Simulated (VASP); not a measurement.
# Ru (P6_3/mmc) in VASP: further runs

Ru is run at these levels: PBE; tasks: single point, relaxation of cell and atoms.

All numbers are computed with VASP 6.6.1; they aren't measurements. Logs are shortened: lines on timing, memory, paths and dates and some standing lists are left out, and cuts for length are marked.

## (1) The cell of the first run

It takes space group P6_3/mmc (No. 194, hexagonal). The conventional cell has a = 2.719 Å, b = 2.719 Å, c = 4.298 Å, α = 90.00°, β = 90.00°, γ = 120.00°. Ru (site symmetry -6m2) has 12 Ru at 2.66 to 2.72 Å within 3.5 Å.

## (2) Single point, PBE

INCAR reads:

```
  PREC = Accurate
  ENCUT = 520
  EDIFF = 1E-7
  ISMEAR = 0
  SIGMA = 0.05
  LREAL = False
  LASPH = True
  NELM = 100
  ALGO = Normal
  ISIF = 2
  LWAVE = False
  LCHARG = False
  GGA = PE
  NBANDS = 21
```

KPOINTS reads:

```
Automatic mesh
0
Gamma
  18 18 10
```

POSCAR reads:

```
Ru
1.0
    2.7194291604      0.0000000000      0.0000000000
   -1.3597145802      2.3550947367      0.0000000000
    0.0000000000      0.0000000000      4.2975828232
Ru
2
Direct
    0.3333333333      0.6666666667      0.7500000000
    0.6666666667      0.3333333333      0.2500000000
```

Potentials or basis: VASP PAW PBE potentials, release 64 (Ru_pv).

Command:

```sh
> cat potpaw_PBE.64/Ru_pv/POTCAR > POTCAR
> mpirun -np 1 vasp_std > vasp.out
```

OUTCAR:

```text
PREC = Accurate
   ENCUT = 520
   EDIFF = 1E-7
   ISMEAR = 0
   LREAL = False
   LASPH = True
   NELM = 100
   ISIF = 2
   GGA = PE

 ion  position               nearest neighbor table
   1  0.333  0.667  0.750-   2 2.66   2 2.66   2 2.66   2 2.66   2 2.66   2 2.66
   2  0.667  0.333  0.250-   1 2.66   1 2.66   1 2.66   1 2.66   1 2.66   1 2.66

  LATTYP: Found a hexagonal cell.
 ALAT       =     2.7194291604
 C/A-ratio  =     1.5803253439

  Lattice vectors:

 A1 = (   2.7194291604,   0.0000000000,   0.0000000000)
 A2 = (  -1.3597145802,   2.3550947367,   0.0000000000)
 A3 = (   0.0000000000,   0.0000000000,   4.2975828232)

Analysis of symmetry for initial positions (statically):
=====================================================================
 Subroutine PRICEL returns:
 Original cell was already a primitive cell.

 Routine SETGRP: Setting up the symmetry group for a
 hexagonal supercell.

 Subroutine GETGRP returns: Found 24 space group operations
 (whereof 12 operations were pure point group operations)
 out of a pool of 24 trial point group operations.

The static configuration has the point symmetry D_3d.
 The point group associated with its full space group is D_6h.

Analysis of symmetry for dynamics (positions and initial velocities):
=====================================================================
 Subroutine PRICEL returns:
 Original cell was already a primitive cell.

 Routine SETGRP: Setting up the symmetry group for a
 hexagonal supercell.

 Subroutine GETGRP returns: Found 24 space group operations
 (whereof 12 operations were pure point group operations)
 out of a pool of 24 trial point group operations.

The dynamic configuration has the point symmetry D_3d.
 The point group associated with its full space group is D_6h.

 Subroutine INISYM returns: Found 24 space group operations
 (whereof 12 operations are pure point group operations),
 and found     1 'primitive' translations

----------------------------------------------------------------------------------------

                                     Primitive cell

  volume of cell :      27.5239

  direct lattice vectors                    reciprocal lattice vectors
     2.719429160  0.000000000  0.000000000     0.367724232  0.212305684  0.000000000
    -1.359714580  2.355094737  0.000000000     0.000000000  0.424611369  0.000000000
     0.000000000  0.000000000  4.297582823     0.000000000  0.000000000  0.232688942

  length of vectors
     2.719429160  2.719429160  4.297582823     0.424611369  0.424611369  0.232688942

  position of ions in fractional coordinates (direct lattice)
     0.333333333  0.666666667  0.750000000
     0.666666667  0.333333333  0.250000000

  ion indices of the primitive-cell ions
   primitive index   ion index
                 1           1
                 2           2

----------------------------------------------------------------------------------------

 KPOINTS: Automatic mesh

Automatic generation of k-mesh.
 Grid dimensions read from file:
 generate k-points for:   18   18   10

 Generating k-lattice:

  Cartesian coordinates                     Fractional coordinates (reciprocal lattice)
     0.020429124  0.011794760  0.000000000     0.055555556  0.000000000  0.000000000
     0.000000000  0.023589520  0.000000000     0.000000000  0.055555556  0.000000000
     0.000000000  0.000000000  0.023268894     0.000000000  0.000000000  0.100000000

  Length of vectors
     0.023589520  0.023589520  0.023268894

  Shift w.r.t. Gamma in fractional coordinates (k-lattice)
     0.000000000  0.000000000  0.000000000

 Subroutine IBZKPT returns following result:
 ===========================================

 Found    222 irreducible k-points:

 Following reciprocal coordinates:
            Coordinates               Weight
  0.000000  0.000000  0.000000      1.000000
  0.055556  0.000000  0.000000      6.000000
  0.111111  0.000000  0.000000      6.000000
  0.166667  0.000000  0.000000      6.000000
  0.222222  0.000000  0.000000      6.000000
  0.277778  0.000000  0.000000      6.000000
[... 16 lines left out ...]
  0.333333  0.111111  0.000000     12.000000
  0.388889  0.111111  0.000000     12.000000
 [... further k-points ...]
   k-points           NKPTS =    222   k-points in BZ     NKDIM =    222   number of bands    NBANDS=     21
   number of dos      NEDOS =    301   number of ions     NIONS =      2
   total plane-waves  NPLWV =  12800
   dimension x,y,z NGX =    20 NGY =   20 NGZ =   32
   dimension x,y,z NGXF=    40 NGYF=   40 NGZF=   64
   ions per type =               2
   NGX,Y,Z   is equivalent  to a cutoff of  12.23, 12.23, 12.38 a.u.
   NGXF,Y,Z  is equivalent  to a cutoff of  24.45, 24.45, 24.76 a.u.
 SYSTEM =  unknown system
   PREC   = accura    normal or accurate (medium, high low for compatibility)
   ISTART =      0    job   : 0-new  1-cont  2-samecut
   ICHARG =      2    charge: 1-file 2-atom 10-const
   ISPIN  =      1    spin polarized calculation?
   LNONCOLLINEAR =      F non collinear calculations
   LSORBIT =      F    spin-orbit coupling
   LASPH  =      T    aspherical Exc in radial PAW
   ENCUT  =  520.0 eV  38.22 Ry    6.18 a.u.   5.06  5.06  7.99*2*pi/ulx,y,z
   NELM   =    100;   NELMIN=  2; NELMDL= -5     # of ELM steps
   EDIFF  = 0.1E-06   stopping-criterion for ELM
   LREAL  =      F    real-space projection
   EDIFFG = 0.1E-05   stopping-criterion for IOM
   NSW    =      0    number of steps for IOM
   IBRION =     -1    ionic relax: 0-MD 1-quasi-New 2-CG
   NFREE  =      0    steps in history (QN), initial steepest desc. (CG)
   ISIF   =      2    stress and relaxation
   ISYM   =      2    0-nonsym 1-usesym 2-fastsym
   POTIM  = 0.5000    time-step for ionic-motion
   TEBEG  =    0.0;   TEEND  =   0.0 temperature during run
   PSTRESS=    0.0 pullay stress
   NELECT =      28.0000    total number of electrons
   NUPDOWN=      -1.0000    fix difference up-down
   EMIN   =  10.00;   EMAX   =-10.00  energy-range for DOS
   EFERMI =   0.00;   METHOD = LEGACY
   ISMEAR =     0;   SIGMA  =   0.05  broadening in eV -4-tet -1-fermi 0-gaus
   EFERMI_NEDOS =   21; number of points for ismear=-14 and -15
   IALGO  =     38    algorithm
   IMIX   =      4    mixing-type and parameters
     AMIX     =   0.40;   BMIX     =  1.00
     AMIX_MAG =   1.60;   BMIX_MAG =  1.00
  volume/ion in A,a.u.               =      13.76        92.87
  Fermi-wavevector in a.u.,A,eV,Ry     =   1.646483  3.111403 36.884141  2.710908
  Thomas-Fermi vector in A             =   2.736104
   LORBIT       =      0    0 simple, 1 ext, 2 COOP (PROOUT), +10 PAW based schemes
   GGA     = PE    functional components
   LHFCALC =     F    Hartree Fock is set to
   AEXX    =    0.0000 exact exchange contribution
   IVDW    =     0    specifies the selected vdW correction
   LEPSILON=     F    determine dielectric tensor
   LRPA    =     F    only Hartree local field effects (RPA)
 non-spin polarized calculation
 Gauss-broadening in eV      SIGMA  =   0.05
  energy-cutoff  :      520.00
  volume of cell :       27.52
 maximum number of plane-waves:       759
   NGX = 11   NGY = 11   NGZ = 15

 number of electron      28.0000013 magnetization

 Free energy of the ion-electron system (eV)
  ---------------------------------------------------
  ext. energy  EPLUGINS =         0.00000000
  ---------------------------------------------------
  free energy    TOTEN  =       -18.46807316 eV

  energy without entropy =      -18.46543159  energy(sigma->0) =      -18.46675238

 E-fermi :  12.5836     XC(G=0): -14.0353

 val. band max:       12.5793309408   @ k =   0.1667   0.0000   0.4000
 cond. band min:      12.5864262064   @ k =   0.1667   0.1111   0.3000
 fundamental gap:      0.0070952656
 Fermi energy:        12.5836155658

 k-point     1 :       0.0000    0.0000    0.0000
  band No.  band energies     occupation
      1     -31.0030      2.00000
      2     -30.1099      2.00000
      3     -30.1099      2.00000
      4     -29.9456      2.00000
      5     -29.9456      2.00000
      6     -29.9063      2.00000
[... 13 lines left out ...]
     20      23.0362      0.00000
     21      23.0495      0.00000

 k-point     2 :       0.0556    0.0000    0.0000
  band No.  band energies     occupation
      1     -30.9929      2.00000
      2     -30.1313      2.00000
      3     -30.1172      2.00000
      4     -29.9680      2.00000
      5     -29.9485      2.00000
      6     -29.9110      2.00000
[... 13 lines left out ...]
     20      23.0362      0.00000
     21      23.0488      0.00000

 k-point     3 :       0.1111    0.0000    0.0000
  band No.  band energies     occupation
      1     -30.9632      2.00000
      2     -30.1928      2.00000
      3     -30.1378      2.00000
      4     -30.0319      2.00000
      5     -29.9572      2.00000
      6     -29.9252      2.00000
[... 13 lines left out ...]
     20      23.0362      0.00000
     21      23.0467      0.00000

 k-point     4 :       0.1667    0.0000    0.0000
  band No.  band energies     occupation
      1     -30.9157      2.00000
      2     -30.2873      2.00000
      3     -30.1686      2.00000
      4     -30.1281      2.00000
      5     -29.9712      2.00000
      6     -29.9488      2.00000
[... 13 lines left out ...]
     20      23.0362      0.00000
     21      23.0443      0.00000

 k-point     5 :       0.2222    0.0000    0.0000
  band No.  band energies     occupation
      1     -30.8533      2.00000
      2     -30.4032      2.00000
      3     -30.2433      2.00000
      4     -30.2052      2.00000
      5     -29.9892      2.00000
      6     -29.9818      2.00000
[... 13 lines left out ...]
     20      23.0362      0.00000
     21      23.0421      0.00000
[... 382 lines left out ...]
     20      23.0360      0.00000
     21      23.0406      0.00000

 k-point    22 :       0.2778    0.1111    0.0000
  band No.  band energies     occupation
      1     -30.6795      2.00000
      2     -30.6295      2.00000
      3     -30.5013      2.00000
      4     -30.2911      2.00000
      5     -30.0869      2.00000
      6     -30.0768      2.00000
[... 13 lines left out ...]
     20      23.0351      0.00000
     21      23.0371      0.00000

 k-point    23 :       0.3333    0.1111    0.0000
  band No.  band energies     occupation
      1     -30.7178      2.00000
      2     -30.6045      2.00000
      3     -30.5610      2.00000
      4     -30.3360      2.00000
      5     -30.1391      2.00000
      6     -30.0970      2.00000
[... 13 lines left out ...]
     20      23.0359      0.00000
     21      23.2953      0.00000

 k-point    24 :       0.3889    0.1111    0.0000
  band No.  band energies     occupation
      1     -30.7752      2.00000
      2     -30.5998      2.00000
      3     -30.5438      2.00000
      4     -30.3649      2.00000
      5     -30.1850      2.00000
      6     -30.1101      2.00000
[... 13 lines left out ...]
     20      23.0354      0.00000
     21      23.6444      0.00000

 [... further k-points ...]

------------------------ aborting loop because EDIFF is reached ----------------------------------------

  FORCE on cell =-STRESS in cart. coord.  units (eV):
  Direction    XX          YY          ZZ          XY          YZ          ZX
  --------------------------------------------------------------------------------------
  -------------------------------------------------------------------------------------
  Total       -0.0128384     -0.0128384     -0.0087179     -0.0000000      0.0000000     -0.0000000
  in kB       -0.7473298     -0.7473298     -0.5074704     -0.0000000      0.0000000     -0.0000000
  external PRESSURE =      -0.6673767 kB  Pullay stress =       0.0000000 kB

 VOLUME and BASIS-vectors are now :
 -----------------------------------------------------------------------------
  energy-cutoff  :      520.00
  volume of cell :       27.52
      direct lattice vectors                 reciprocal lattice vectors
     2.719429160  0.000000000  0.000000000     0.367724232  0.212305684  0.000000000
    -1.359714580  2.355094737  0.000000000     0.000000000  0.424611369  0.000000000
     0.000000000  0.000000000  4.297582823     0.000000000  0.000000000  0.232688942

 POSITION                                       TOTAL-FORCE (eV/Angst)
 -----------------------------------------------------------------------------------
     -0.00000      1.57006      3.22319         0.000000      0.000000      0.000000
      1.35971      0.78503      1.07440        -0.000000     -0.000000      0.000000
 -----------------------------------------------------------------------------------
    total drift:                                0.000000     -0.000000      0.000000

  FREE ENERGIE OF THE ION-ELECTRON SYSTEM (eV)
  ---------------------------------------------------
  free  energy   TOTEN  =       -18.4680731589 eV

  energy  without entropy=      -18.4654315915  energy(sigma->0) =      -18.46675238
```

It took 51 s on 1 thread of Intel Xeon Platinum 8488C (Sapphire Rapids), shared host; peak memory 0.21 GiB.

What came out:

* Free energy: -18.4681 eV
* Pressure: -0.1 GPa
* Band gap on the k mesh: zero (bands 14 and 15 overlap by 3.07 eV)

(Continued in part 2 of 2.)
